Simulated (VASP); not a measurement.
Input of a VASP 6.6.1 run:

Contents of INCAR:

```
SYSTEM = B
ALGO = Normal
EDIFF = 1E-7
EDIFFG = -0.04
ENCUT = 910
GGA = PE
GGA_COMPAT = .False.
IBRION = 2
ISIF = 3
ISMEAR = 0
LASPH = .True.
LCHARG = .False.
LREAL = .False.
LWAVE = .False.
NELM = 120
NELMIN = 4
NSW = 90
PREC = Accurate
SIGMA = 0.1
```

Contents of KPOINTS:

```
k-points
0
Gamma
  4 4 4
  0 0 0
```

Contents of POSCAR:

```
B
1.0
    3.8248727900      0.0000000000      0.0000000000
    0.0000000000      3.8248727900      0.0000000000
    0.0000000000      0.0000000000      3.9227540100
B
8
Direct
    0.2058192000      0.4510069400      0.9491785700
    0.0489930600      0.2941808000      0.5508214300
    0.9510069400      0.7058192000      0.5508214300
    0.4510069400      0.7941808000      0.0508214300
    0.7941808000      0.5489930600      0.9491785700
    0.7058192000      0.0489930600      0.4491785700
    0.2941808000      0.9510069400      0.4491785700
    0.5489930600      0.2058192000      0.0508214300
```

Potentials or basis: VASP PAW PBE potentials, release 64 (B_h).

The run is started by

```sh
$ cat potpaw_PBE.64/B_h/POTCAR > POTCAR
$ mpirun -np 1 vasp_std > vasp.out
```

(1) Predict the band gap on the k mesh.

(2) Estimate the relaxed volume.

(3) What does it give for the relaxed cell?

## Answers

(1) zero (band 12 reaches 7.97 eV, above the bottom of band 13 at 5.56 eV).

(2) 7.74 Å³/atom.

(3) a = 3.598 Å, b = 3.598 Å, c = 4.784 Å, α = 90.00°, β = 90.00°, γ = 90.00°.

Caveat: the k points lie up to 0.44 Å⁻¹ apart in the final cell.
